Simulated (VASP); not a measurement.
## InSb: electric field gradients with PBEsol

The system is InSb.

```
CELL_PARAMETERS angstrom
0.00000 3.22827 3.22827
3.22827 0.00000 3.22827
3.22827 3.22827 0.00000
ATOMIC_POSITIONS crystal
In 0.00000 0.00000 0.00000
Sb 0.75000 0.75000 0.75000
```

This cell differs from its parent crystal: volume scaled by 0.99.

```json
{
 "Program": "VASP 6.6.1",
 "Task": "electric field gradients",
 "Functional": "PBEsol",
 "Potentials or basis": "VASP PAW PBE potentials, release 64 (In_d, Sb)",
 "Cutoff": "520 eV",
 "k mesh": "9 × 9 × 9",
 "Occupations": "fermi-dirac, width 0.05 eV",
 "Spin": "no spin polarisation",
 "Dipole correction": "no",
 "Further INCAR settings": "ALGO = Normal; EDIFF = 1e-08; NBANDS = 16"
}
```

* Pressure: 1.4 GPa
* Band gap on the k mesh: zero (filled and empty bands touch)

Levels at points of the mesh, in eV from the Fermi level:
| k point | band 5 | band 6 | band 7 | band 8 | band 9 | band 10 | band 11 | band 12 | band 13 | band 14 |
| --- | --- | --- | --- | --- | --- | --- | --- | --- | --- | --- |
| (0.00, 0.00, 0.00) | -14.53 | -10.87 | -0.26 | -0.05 | -0.05 | -0.05 | 2.87 | 2.87 | 2.87 | 5.52 |

Run time: 48 s on 1 thread of AMD EPYC 7R13 Processor (Zen 3), with other jobs on the host, peak memory 0.19 GiB.

Caveat: without QUAD_EFG the Cq values of the log hold for a quadrupole moment of 1 mb, not for the nuclei; the PAW data sets were made with another functional, which shifts forces and pressure a little; spin-orbit coupling is left out, which moves the levels of the heavy elements.
